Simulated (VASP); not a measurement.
# SrC2 (R-3m) in VASP: notebook

The runs below take SrC2 through single point, with LDA.

Everything below comes from runs of VASP 6.6.1. Logs are shortened: lines on timing, memory, paths and dates and some standing lists are left out, and cuts for length are marked.

**1. The cell of the first run**

Symmetry: R-3m, No. 166, trigonal system. Conventional cell: a = 5.437 Å, b = 5.437 Å, c = 6.643 Å, α = 90.00°, β = 90.00°, γ = 120.00°. Sr (site symmetry -3m) has 14 C at 2.71 to 3.58 Å within 3.6 Å. C (site symmetry 3m) has 1 C at 1.22 Å within 1.6 Å.

**2. Single point, LDA (strain +0.080 along x and y, -0.040 along z)**

The input, INCAR:

```
ALGO     = Normal         # electronic algorithm
EDIFF    = 1E-6           # SCF threshold, eV
ENCUT    = 520            # plane-wave cutoff, eV
ISIF     = 2              # what is computed and relaxed
ISMEAR   = 0              # smearing method
LASPH    = T              # aspherical terms in the spheres
LCHARG   = F              # write CHGCAR
LREAL    = F              # projectors in reciprocal space
LWAVE    = F              # write WAVECAR
NBANDS   = 16             # bands
NELM     = 100            # most SCF steps
PREC     = Accurate       # precision mode
SIGMA    = 0.05           # smearing width, eV
```

The input, KPOINTS:

```
k-points
0
Gamma
  9 9 9
```

The input, POSCAR:

```
SrC2
1.0
    2.7187116479      1.5696489018      2.2143958931
   -2.7187116479      1.5696489018      2.2143958931
    0.0000000000     -3.1392978035      2.2143958932
Sr C
1 2
Direct
    0.0000000000      0.0000000000      0.0000000000
    0.5915580000      0.5915580000      0.5915580000
    0.4084420000      0.4084420000      0.4084420000
```

Potentials or basis: VASP PAW LDA potentials, release 64 (Sr_sv, C).

Run with:

```
$ cat potpaw_LDA.64/Sr_sv/POTCAR potpaw_LDA.64/C/POTCAR > POTCAR
$ mpirun -np 1 vasp_std > vasp.out
```

OUTCAR:

```text
EDIFF = 1E-6
   ENCUT = 520
   ISIF = 2
   ISMEAR = 0
   LASPH = T
   LREAL = F
   NELM = 100
   PREC = Accurate

 ion  position               nearest neighbor table
   1  0.000  0.000  0.000-   2 2.71   3 2.71   2 3.18   3 3.18   2 3.18   2 3.18   3 3.18   3 3.18
                             2 3.58   3 3.58   3 3.58   2 3.58   3 3.58   2 3.58
   2  0.592  0.592  0.592-   3 1.22   1 2.71   1 3.18   1 3.18   1 3.18   1 3.58   1 3.58   1 3.58

   3  0.408  0.408  0.408-   2 1.22   1 2.71   1 3.18   1 3.18   1 3.18   1 3.58   1 3.58   1 3.58

  LATTYP: Found a trigonal (rhomboedric) cell.
 ALAT       =     3.8417105397
 COS(alpha) =    -0.0016292840

  Lattice vectors:

 A1 = (   2.7187116479,   1.5696489018,   2.2143958931)
 A2 = (  -2.7187116479,   1.5696489018,   2.2143958931)
 A3 = (   0.0000000000,  -3.1392978035,   2.2143958932)

Analysis of symmetry for initial positions (statically):
=====================================================================
 Subroutine PRICEL returns:
 Original cell was already a primitive cell.

 Routine SETGRP: Setting up the symmetry group for a
 trigonal (rhombohedral) supercell.

 Subroutine GETGRP returns: Found 12 space group operations
 (whereof 12 operations were pure point group operations)
 out of a pool of 12 trial point group operations.

The static configuration has the point symmetry D_3d.

Analysis of symmetry for dynamics (positions and initial velocities):
=====================================================================
 Subroutine PRICEL returns:
 Original cell was already a primitive cell.

 Routine SETGRP: Setting up the symmetry group for a
 trigonal (rhombohedral) supercell.

 Subroutine GETGRP returns: Found 12 space group operations
 (whereof 12 operations were pure point group operations)
 out of a pool of 12 trial point group operations.

The dynamic configuration has the point symmetry D_3d.

 Subroutine INISYM returns: Found 12 space group operations
 (whereof 12 operations are pure point group operations),
 and found     1 'primitive' translations

----------------------------------------------------------------------------------------

                                     Primitive cell

  volume of cell :      56.6986

  direct lattice vectors                    reciprocal lattice vectors
     2.718711648  1.569648902  2.214395893     0.183910640  0.106180858  0.150530144
    -2.718711648  1.569648902  2.214395893    -0.183910640  0.106180858  0.150530144
     0.000000000 -3.139297803  2.214395893     0.000000000 -0.212361715  0.150530144

  length of vectors
     3.841710540  3.841710540  3.841710540     0.260301407  0.260301407  0.260301407

  position of ions in fractional coordinates (direct lattice)
     0.000000000  0.000000000  0.000000000
     0.591558000  0.591558000  0.591558000
     0.408442000  0.408442000  0.408442000

  ion indices of the primitive-cell ions
   primitive index   ion index
                 1           1
                 2           2
                 3           3

----------------------------------------------------------------------------------------

 KPOINTS: k-points

Automatic generation of k-mesh.
 Grid dimensions read from file:
 generate k-points for:    9    9    9

 Generating k-lattice:

  Cartesian coordinates                     Fractional coordinates (reciprocal lattice)
     0.020434516  0.011797873  0.016725572     0.111111111 -0.000000000  0.000000000
    -0.020434516  0.011797873  0.016725572    -0.000000000  0.111111111  0.000000000
     0.000000000 -0.023595746  0.016725572     0.000000000  0.000000000  0.111111111

  Length of vectors
     0.028922379  0.028922379  0.028922379

  Shift w.r.t. Gamma in fractional coordinates (k-lattice)
     0.000000000  0.000000000  0.000000000

 Subroutine IBZKPT returns following result:
 ===========================================

 Found     85 irreducible k-points:

 Following reciprocal coordinates:
            Coordinates               Weight
  0.000000  0.000000  0.000000      1.000000
  0.111111  0.000000  0.000000      6.000000
  0.222222  0.000000  0.000000      6.000000
  0.333333 -0.000000 -0.000000      6.000000
  0.444444  0.000000  0.000000      6.000000
  0.111111  0.111111  0.000000      6.000000
[... 16 lines left out ...]
 -0.333333  0.333333  0.000000      6.000000
  0.444444  0.444444  0.000000      6.000000
 [... further k-points ...]
   k-points           NKPTS =     85   k-points in BZ     NKDIM =     85   number of bands    NBANDS=     16
   number of dos      NEDOS =    301   number of ions     NIONS =      3
   total plane-waves  NPLWV =  27000
   dimension x,y,z NGX =    30 NGY =   30 NGZ =   30
   dimension x,y,z NGXF=    60 NGYF=   60 NGZF=   60
   ions per type =               1   2
   NGX,Y,Z   is equivalent  to a cutoff of  12.98, 12.98, 12.98 a.u.
   NGXF,Y,Z  is equivalent  to a cutoff of  25.96, 25.96, 25.96 a.u.
 SYSTEM =  unknown system
   PREC   = accura    normal or accurate (medium, high low for compatibility)
   ISTART =      0    job   : 0-new  1-cont  2-samecut
   ICHARG =      2    charge: 1-file 2-atom 10-const
   ISPIN  =      1    spin polarized calculation?
   LNONCOLLINEAR =      F non collinear calculations
   LSORBIT =      F    spin-orbit coupling
   LASPH  =      T    aspherical Exc in radial PAW
   ENCUT  =  520.0 eV  38.22 Ry    6.18 a.u.   7.14  7.14  7.14*2*pi/ulx,y,z
   NELM   =    100;   NELMIN=  2; NELMDL= -5     # of ELM steps
   EDIFF  = 0.1E-05   stopping-criterion for ELM
   LREAL  =      F    real-space projection
   EDIFFG = 0.1E-04   stopping-criterion for IOM
   NSW    =      0    number of steps for IOM
   IBRION =     -1    ionic relax: 0-MD 1-quasi-New 2-CG
   NFREE  =      0    steps in history (QN), initial steepest desc. (CG)
   ISIF   =      2    stress and relaxation
   ISYM   =      2    0-nonsym 1-usesym 2-fastsym
   POTIM  = 0.5000    time-step for ionic-motion
   TEBEG  =    0.0;   TEEND  =   0.0 temperature during run
   PSTRESS=    0.0 pullay stress
   NELECT =      18.0000    total number of electrons
   NUPDOWN=      -1.0000    fix difference up-down
   EMIN   =  10.00;   EMAX   =-10.00  energy-range for DOS
   EFERMI =   0.00;   METHOD = LEGACY
   ISMEAR =     0;   SIGMA  =   0.05  broadening in eV -4-tet -1-fermi 0-gaus
   EFERMI_NEDOS =   21; number of points for ismear=-14 and -15
   IALGO  =     38    algorithm
   IMIX   =      4    mixing-type and parameters
     AMIX     =   0.40;   BMIX     =  1.00
     AMIX_MAG =   1.60;   BMIX_MAG =  1.00
  volume/ion in A,a.u.               =      18.90       127.54
  Fermi-wavevector in a.u.,A,eV,Ry     =   1.116799  2.110444 16.969724  1.247240
  Thomas-Fermi vector in A             =   2.253416
   LORBIT       =      0    0 simple, 1 ext, 2 COOP (PROOUT), +10 PAW based schemes
   GGA     = CA    functional components
   LHFCALC =     F    Hartree Fock is set to
   AEXX    =    0.0000 exact exchange contribution
   IVDW    =     0    specifies the selected vdW correction
   LEPSILON=     F    determine dielectric tensor
   LRPA    =     F    only Hartree local field effects (RPA)
 non-spin polarized calculation
 Gauss-broadening in eV      SIGMA  =   0.05
  energy-cutoff  :      520.00
  volume of cell :       56.70
 maximum number of plane-waves:      1538
 NGX is ok and might be reduce to    30
   NGX = 15   NGY = 15   NGZ = 15

 number of electron      18.0000001 magnetization

 Free energy of the ion-electron system (eV)
  ---------------------------------------------------
  ext. energy  EPLUGINS =         0.00000000
  ---------------------------------------------------
  free energy    TOTEN  =       -21.05779473 eV

  energy without entropy =      -21.05779473  energy(sigma->0) =      -21.05779473

 E-fermi :   1.3128     XC(G=0):  -9.4469

 val. band max:        1.0566286237   @ k =  -0.4444   0.4444   0.4444
 cond. band min:       3.0114747491   @ k =   0.0000   0.0000   0.0000
 fundamental gap:      1.9548461254
 Fermi energy:         1.3128333578

 k-point     1 :       0.0000    0.0000    0.0000
  band No.  band energies     occupation
      1     -32.9472      2.00000
      2     -14.9619      2.00000
      3     -14.9619      2.00000
      4     -14.8376      2.00000
      5     -11.4528      2.00000
      6      -1.4135      2.00000
[... 8 lines left out ...]
     15       9.4567      0.00000
     16       9.4567      0.00000

 k-point     2 :       0.1111    0.0000    0.0000
  band No.  band energies     occupation
      1     -32.9448      2.00000
      2     -14.9958      2.00000
      3     -14.9584      2.00000
      4     -14.8469      2.00000
      5     -11.4125      2.00000
      6      -1.7423      2.00000
[... 8 lines left out ...]
     15       9.1166      0.00000
     16       9.4837      0.00000

 k-point     3 :       0.2222    0.0000    0.0000
  band No.  band energies     occupation
      1     -32.9387      2.00000
      2     -15.0986      2.00000
      3     -14.9496      2.00000
      4     -14.8493      2.00000
      5     -11.3121      2.00000
      6      -2.2499      2.00000
[... 8 lines left out ...]
     15       8.3900      0.00000
     16       9.4746      0.00000

 k-point     4 :       0.3333   -0.0000   -0.0000
  band No.  band energies     occupation
      1     -32.9319      2.00000
      2     -15.2200      2.00000
      3     -14.9395      2.00000
      4     -14.8410      2.00000
      5     -11.2000      2.00000
      6      -2.7016      2.00000
[... 8 lines left out ...]
     15       8.2597      0.00000
     16       9.2182      0.00000

 k-point     5 :       0.4444    0.0000    0.0000
  band No.  band energies     occupation
      1     -32.9274      2.00000
      2     -15.2978      2.00000
      3     -14.9329      2.00000
      4     -14.8338      2.00000
      5     -11.1274      2.00000
      6      -2.9630      2.00000
[... 8 lines left out ...]
     15       8.3826      0.00000
     16       8.9104      0.00000

 k-point     6 :       0.1111    0.1111    0.0000
  band No.  band energies     occupation
      1     -32.9424      2.00000
      2     -14.9946      2.00000
      3     -14.9817      2.00000
      4     -14.8633      2.00000
      5     -11.3743      2.00000
      6      -2.0456      2.00000
[... 8 lines left out ...]
     15       9.0982      0.00000
     16       9.4508      0.00000
[... 267 lines left out ...]
 k-point    21 :       0.4444    0.3333    0.0000
  band No.  band energies     occupation
      1     -32.9126      2.00000
      2     -15.2277      2.00000
      3     -15.1275      2.00000
      4     -14.8501      2.00000
      5     -11.1369      2.00000
      6      -2.4536      2.00000
[... 8 lines left out ...]
     15       9.2440      0.00000
     16       9.8781      0.00000

 k-point    22 :      -0.4444    0.3333   -0.0000
  band No.  band energies     occupation
      1     -32.9126      2.00000
      2     -15.2337      2.00000
      3     -15.1210      2.00000
      4     -14.8493      2.00000
      5     -11.1411      2.00000
      6      -2.2691      2.00000
[... 8 lines left out ...]
     15       9.1904      0.00000
     16       9.8114      0.00000

 k-point    23 :      -0.3333    0.3333    0.0000
  band No.  band energies     occupation
      1     -32.9170      2.00000
      2     -15.1964      2.00000
      3     -15.1088      2.00000
      4     -14.8546      2.00000
      5     -11.1571      2.00000
      6      -2.0150      2.00000
[... 8 lines left out ...]
     15       8.8112      0.00000
     16       9.6591      0.00000

 k-point    24 :       0.4444    0.4444    0.0000
  band No.  band energies     occupation
      1     -32.9083      2.00000
      2     -15.2270      2.00000
      3     -15.1711      2.00000
      4     -14.8443      2.00000
      5     -11.1426      2.00000
      6      -2.2882      2.00000
[... 8 lines left out ...]
     15      10.0478      0.00000
     16      10.1053      0.00000

 [... further k-points ...]

------------------------ aborting loop because EDIFF is reached ----------------------------------------

  FORCE on cell =-STRESS in cart. coord.  units (eV):
  Direction    XX          YY          ZZ          XY          YZ          ZX
  --------------------------------------------------------------------------------------
  -------------------------------------------------------------------------------------
  Total       -2.8722407     -2.8722407      3.7553771      0.0000000      0.0000000      0.0000000
  in kB      -81.1632130    -81.1632130    106.1187060      0.0000000      0.0000000      0.0000000
  external PRESSURE =     -18.7359067 kB  Pullay stress =       0.0000000 kB

 VOLUME and BASIS-vectors are now :
 -----------------------------------------------------------------------------
  energy-cutoff  :      520.00
  volume of cell :       56.70
      direct lattice vectors                 reciprocal lattice vectors
     2.718711648  1.569648902  2.214395893     0.183910640  0.106180858  0.150530144
    -2.718711648  1.569648902  2.214395893    -0.183910640  0.106180858  0.150530144
     0.000000000 -3.139297803  2.214395893     0.000000000 -0.212361715  0.150530144

 POSITION                                       TOTAL-FORCE (eV/Angst)
 -----------------------------------------------------------------------------------
      0.00000      0.00000      0.00000        -0.000000     -0.000000     -0.000000
      0.00000      0.00000      3.92983         0.000000      0.000000      3.771621
      0.00000      0.00000      2.71336         0.000000     -0.000000     -3.771621
 -----------------------------------------------------------------------------------
    total drift:                               -0.000000      0.000000     -0.000000

  FREE ENERGIE OF THE ION-ELECTRON SYSTEM (eV)
  ---------------------------------------------------
  free  energy   TOTEN  =       -21.0577947317 eV

  energy  without entropy=      -21.0577947317  energy(sigma->0) =      -21.05779473
```

Run time: 1.8 min. Hardware: 1 thread of AMD EPYC 7R13, shared host; peak memory 0.17 GiB.

Results:

- Free energy: -21.0578 eV
- Pressure: -1.9 GPa
- Largest force: 3.772 eV/Å
- Band gap on the k mesh: 1.95 eV (least direct gap 2.89 eV)

Forces on the atoms (eV/Å):
```
Sr   0.000  0.000  0.000
C    0.000  0.000  3.772
C    0.000  0.000 -3.772
```

Stress tensor (GPa, compression positive):
```
-8.12  0.00  0.00
 0.00 -8.12  0.00
 0.00  0.00 10.61
```

Levels at points of the mesh, in eV from the valence-band top:
```tsv
k point	band 6	band 7	band 8	band 9	band 10	band 11	band 12	band 13
(0.00, 0.00, 0.00)	-2.47	-2.14	-0.93	-0.93	1.95	1.95	5.18	6.82
```

Caveat: the cell differs from its parent crystal (strain +0.080 along x and y, -0.040 along z); an odd mesh through Γ misses points on the zone boundary, where band edges can lie; forces of over 1 eV/Å act on the atoms, so gaps and moduli don't describe the material at rest.

[end of part 1 of 2]
